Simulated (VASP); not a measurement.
# F (C2/m) in VASP: further runs, part 2 of 2

VASP 6.6.1. The steps go on from the part before.

## Step 3: Single point, PBEsol

Contents of INCAR:

```
ALGO = Normal
EDIFF = 1E-7
ENCUT = 520
GGA = PS
ISIF = 2
ISMEAR = 0
LASPH = True
LCHARG = False
LREAL = False
LWAVE = False
NBANDS = 22
NELM = 100
PREC = Accurate
SIGMA = 0.05
```

Contents of KPOINTS:

```
k-points
0
Gamma
  4 4 2
```

Contents of POSCAR:

```
F
1.0
    2.9484629692     -1.6945827202     -0.2274109001
    2.9484629692      1.6945827202     -0.2274109001
   -2.2170189184      0.0000000000      6.7863396219
F
4
Direct
    0.0848459664      0.0848459664      0.1019959513
    0.9151540336      0.9151540336      0.8980040487
    0.5015719855      0.5015719855      0.5937195244
    0.4984280145      0.4984280145      0.4062804756
```

Potentials or basis: VASP PAW PBE potentials, release 64 (F).

Started as:

```bash
$ cat potpaw_PBE.64/F/POTCAR > POTCAR
$ mpirun -np 1 vasp_std > vasp.out
```

OUTCAR:

```text
EDIFF = 1E-7
   ENCUT = 520
   GGA = PS
   ISIF = 2
   ISMEAR = 0
   LASPH = True
   LREAL = False
   NELM = 100
   PREC = Accurate

 ion  position               nearest neighbor table
   1  0.085  0.085  0.102-   2 1.42
   2  0.915  0.915  0.898-   1 1.42
   3  0.502  0.502  0.594-   4 1.33
   4  0.498  0.498  0.406-   3 1.33

  LATTYP: Found a base centered monoclinic cell.
 ALAT       =     5.9144398207
 B/A-ratio  =     0.5730323654
 C/A-ratio  =     1.2070962569
 COS(beta)  =    -0.3827161857

  Lattice vectors:

 A1 = (   2.9484629692,  -1.6945827202,  -0.2274109001)
 A2 = (   2.9484629692,   1.6945827202,  -0.2274109001)
 A3 = (  -2.2170189184,   0.0000000000,   6.7863396219)

Analysis of symmetry for initial positions (statically):
=====================================================================
 Subroutine PRICEL returns:
 Original cell was already a primitive cell.

 Routine SETGRP: Setting up the symmetry group for a
 base centered monoclinic supercell.

 Subroutine GETGRP returns: Found  4 space group operations
 (whereof  4 operations were pure point group operations)
 out of a pool of  4 trial point group operations.

The static configuration has the point symmetry C_2h.

Analysis of symmetry for dynamics (positions and initial velocities):
=====================================================================
 Subroutine PRICEL returns:
 Original cell was already a primitive cell.

 Routine SETGRP: Setting up the symmetry group for a
 base centered monoclinic supercell.

 Subroutine GETGRP returns: Found  4 space group operations
 (whereof  4 operations were pure point group operations)
 out of a pool of  4 trial point group operations.

The dynamic configuration has the point symmetry C_2h.
[... 106 lines left out ...]
   EFERMI =   0.00;   METHOD = LEGACY
   ISMEAR =     0;   SIGMA  =   0.05  broadening in eV -4-tet -1-fermi 0-gaus
   EFERMI_NEDOS =   21; number of points for ismear=-14 and -15
   IALGO  =     38    algorithm
   IMIX   =      4    mixing-type and parameters
     AMIX     =   0.40;   BMIX     =  1.00
     AMIX_MAG =   1.60;   BMIX_MAG =  1.00
  volume/ion in A,a.u.               =      16.53       111.53
  Fermi-wavevector in a.u.,A,eV,Ry     =   1.229459  2.323340 20.566135  1.511568
  Thomas-Fermi vector in A             =   2.364345
   LORBIT       =      0    0 simple, 1 ext, 2 COOP (PROOUT), +10 PAW based schemes
   GGA     = PS    functional components
   LHFCALC =     F    Hartree Fock is set to
   AEXX    =    0.0000 exact exchange contribution
   IVDW    =     0    specifies the selected vdW correction
   LEPSILON=     F    determine dielectric tensor
   LRPA    =     F    only Hartree local field effects (RPA)
 non-spin polarized calculation
 Gauss-broadening in eV      SIGMA  =   0.05
  energy-cutoff  :      520.00
  volume of cell :       66.11
 maximum number of plane-waves:      1786
 NGX is ok and might be reduce to    28
   NGX = 13   NGY = 13   NGZ = 27

 number of electron      27.9999993 magnetization

 Free energy of the ion-electron system (eV)
  ---------------------------------------------------
  ext. energy  EPLUGINS =         0.00000000
  ---------------------------------------------------
  free energy    TOTEN  =        -7.65091872 eV

  energy without entropy =       -7.65091872  energy(sigma->0) =       -7.65091872

 E-fermi :  -4.7252     XC(G=0):  -7.4160

 val. band max:       -5.0010587885   @ k =   0.5000   0.5000   0.0000
 cond. band min:      -2.0924964996   @ k =   0.0000   0.0000   0.0000
 fundamental gap:      2.9085622890
 Fermi energy:        -4.7251893965

 k-point     1 :       0.0000    0.0000    0.0000
  band No.  band energies     occupation
      1     -31.5156      2.00000
      2     -29.9029      2.00000
      3     -23.6729      2.00000
      4     -23.1399      2.00000
      5     -12.2531      2.00000
      6     -11.2002      2.00000
[... 339 lines left out ...]
     21      10.4630      0.00000
     22      10.7371      0.00000

------------------------ aborting loop because EDIFF is reached ----------------------------------------

  FORCE on cell =-STRESS in cart. coord.  units (eV):
  Direction    XX          YY          ZZ          XY          YZ          ZX
  --------------------------------------------------------------------------------------
  -------------------------------------------------------------------------------------
  Total        0.3059480     -0.1629122      4.5991645      0.0000000      0.0000000     -1.3957750
  in kB        7.4151041     -3.9484198    111.4675996      0.0000000      0.0000000    -33.8286846
  external PRESSURE =      38.3114280 kB  Pullay stress =       0.0000000 kB

 VOLUME and BASIS-vectors are now :
 -----------------------------------------------------------------------------
  energy-cutoff  :      520.00
  volume of cell :       66.11
      direct lattice vectors                 reciprocal lattice vectors
     2.948462969 -1.694582720 -0.227410900     0.173963239 -0.295057889  0.056831785
     2.948462969  1.694582720 -0.227410900     0.173963239  0.295057889  0.056831785
    -2.217018918  0.000000000  6.786339622     0.011659050  0.000000000  0.151163719

 POSITION                                       TOTAL-FORCE (eV/Angst)
 -----------------------------------------------------------------------------------
      0.27420      0.00000      0.65359         0.027661      0.000000     -0.053937
      3.40570      0.00000      5.67793        -0.027661      0.000000      0.053937
      1.64145      0.00000      3.80106        -1.119361      0.000000      3.606131
      2.03846      0.00000      2.53046         1.119361      0.000000     -3.606131
 -----------------------------------------------------------------------------------
    total drift:                                0.000000      0.000000     -0.000000

  FREE ENERGIE OF THE ION-ELECTRON SYSTEM (eV)
  ---------------------------------------------------
  free  energy   TOTEN  =        -7.6509187170 eV

  energy  without entropy=       -7.6509187170  energy(sigma->0) =       -7.65091872
```

OSZICAR:

```text
N       E                     dE             d eps       ncg     rms          rms(c)
DAV:   1     0.172715201591E+03    0.17272E+03   -0.15538E+04   624   0.118E+03
DAV:   2    -0.119368781798E+01   -0.17391E+03   -0.16864E+03   794   0.287E+02
DAV:   3    -0.938965997238E+01   -0.81960E+01   -0.81547E+01   712   0.613E+01
DAV:   4    -0.943955977145E+01   -0.49900E-01   -0.49898E-01   652   0.543E+00
DAV:   5    -0.943985471238E+01   -0.29494E-03   -0.29494E-03   712   0.399E-01    0.112E+01
DAV:   6    -0.811809591853E+01    0.13218E+01   -0.49867E-01   640   0.718E+00    0.630E+00
DAV:   7    -0.765384688192E+01    0.46425E+00   -0.66095E-01   670   0.780E+00    0.747E-01
DAV:   8    -0.765087664288E+01    0.29702E-02   -0.81733E-02   652   0.212E+00    0.125E-01
DAV:   9    -0.765089266047E+01   -0.16018E-04   -0.11796E-03   730   0.275E-01    0.679E-02
DAV:  10    -0.765093108347E+01   -0.38423E-04   -0.29500E-04   658   0.148E-01    0.274E-02
DAV:  11    -0.765091959767E+01    0.11486E-04   -0.44889E-05   712   0.735E-02    0.815E-03
DAV:  12    -0.765091853188E+01    0.10658E-05   -0.89094E-06   652   0.286E-02    0.571E-03
DAV:  13    -0.765091868831E+01   -0.15643E-06   -0.25057E-06   658   0.128E-02    0.196E-03
DAV:  14    -0.765091871698E+01   -0.28669E-07   -0.22568E-07   610   0.566E-03
   1 F= -.76509187E+01 E0= -.76509187E+01  d E =-.530444E-16
```

Wall time 32 s (1 thread of Intel Xeon 6975P-C, shared host); peak memory 0.18 GiB.

Results:

```yaml
Free_energy: -7.6509 eV
Pressure: 3.8 GPa
Largest_force: 3.776 eV/Å
Band_gap_on_the_k_mesh: 2.91 eV, indirect (least direct gap 3.03 eV)
```

Forces on the atoms (eV/Å):
```
F    0.028  0.000 -0.054
F   -0.028  0.000  0.054
F   -1.119  0.000  3.606
F    1.119  0.000 -3.606
```

Levels at points of the mesh, in eV from the valence-band top:
| k point | band 11 | band 12 | band 13 | band 14 | band 15 | band 16 | band 17 | band 18 |
| --- | --- | --- | --- | --- | --- | --- | --- | --- |
| (0.00, 0.00, 0.00) | -0.46 | -0.25 | -0.13 | -0.12 | 2.91 | 4.50 | 8.75 | 11.15 |
| (0.50, 0.00, 0.00) | -0.55 | -0.41 | -0.34 | -0.29 | 3.17 | 4.45 | 12.89 | 13.15 |
| (0.50, 0.50, 0.00) | -0.53 | -0.42 | -0.24 | 0.00 | 3.11 | 4.42 | 13.02 | 13.50 |
| (0.00, 0.00, 0.50) | -0.32 | -0.30 | -0.24 | -0.13 | 3.04 | 4.31 | 9.61 | 9.76 |
| (0.50, 0.00, 0.50) | -0.68 | -0.49 | -0.25 | -0.09 | 3.10 | 4.47 | 12.88 | 13.75 |
| (0.50, 0.50, 0.50) | -0.51 | -0.42 | -0.27 | -0.14 | 3.17 | 4.44 | 12.81 | 13.03 |

Caveat: the k points lie up to 0.55 Å⁻¹ apart; the PAW data sets were made with another functional, which shifts forces and pressure a little. PBEsol gaps usually lie below the measured ones, often by a third to a half.

## Step 4: Single point, PBEsol

Contents of INCAR:

```
SYSTEM = F
  PREC = Accurate
  ENCUT = 520
  EDIFF = 1E-6
  ISMEAR = 0
  SIGMA = 0.05
  LREAL = .FALSE.
  LASPH = .TRUE.
  NELM = 80
  ALGO = Normal
  ISIF = 2
  LWAVE = .FALSE.
  LCHARG = .FALSE.
  GGA = PS
  NBANDS = 22
```

Contents of KPOINTS:

```
Automatic mesh
0
G
  4 4 2
  0 0 0
```

Changes to POSCAR since step 3:

```diff
@@ -8,4 +8,4 @@
 Direct
-    0.0848459664      0.0848459664      0.1019959513
-    0.9151540336      0.9151540336      0.8980040487
+    0.0848459664      0.0848459664      0.0860117137
+    0.9151540336      0.9151540336      0.9139882863
     0.5015719855      0.5015719855      0.5937195244
```

Started as:

```bash
$ cat potpaw_PBE.64/F/POTCAR > POTCAR
$ mpirun -np 1 vasp_std > vasp.out
```

Run time: 31 s. Hardware: 1 thread of Intel Xeon 6975P-C, shared host; peak memory 0.18 GiB.

It converged, with:

| Property | Result |
| --- | --- |
| Free energy | -6.9929 eV |
| Pressure | 13.8 GPa |
| Largest force | 9.756 eV/Å |
| Band gap on the k mesh | 3.87 eV, indirect (least direct gap 3.94 eV) |

Forces on the atoms (eV/Å):
```
F    4.802  0.000  8.492
F   -4.802  0.000 -8.492
F   -1.163  0.000  3.594
F    1.163  0.000 -3.594
```

Stress tensor (GPa, compression positive):
```
 8.12  0.00  9.51
 0.00 -0.45  0.00
 9.51  0.00 33.78
```

Levels at points of the mesh, in eV from the valence-band top:
| k point | band 12 | band 13 | band 14 | band 15 | band 16 | band 17 |
| --- | --- | --- | --- | --- | --- | --- |
| (0.00, 0.00, 0.00) | -0.45 | -0.20 | -0.07 | 3.87 | 5.99 | 8.25 |
| (0.50, 0.00, 0.00) | -0.59 | -0.34 | -0.18 | 4.12 | 5.98 | 12.38 |
| (0.50, 0.50, 0.00) | -0.52 | -0.19 | 0.00 | 4.07 | 5.92 | 12.54 |
| (0.00, 0.00, 0.50) | -0.45 | -0.23 | -0.07 | 3.96 | 5.72 | 9.21 |
| (0.50, 0.00, 0.50) | -0.59 | -0.29 | -0.10 | 4.06 | 6.01 | 12.23 |
| (0.50, 0.50, 0.50) | -0.46 | -0.24 | -0.06 | 4.10 | 5.95 | 12.30 |

Caveat: the k points lie up to 0.55 Å⁻¹ apart; the standard files for N, O and F lose accuracy on very short bonds; the PAW data sets were made with another functional, which shifts forces and pressure a little.
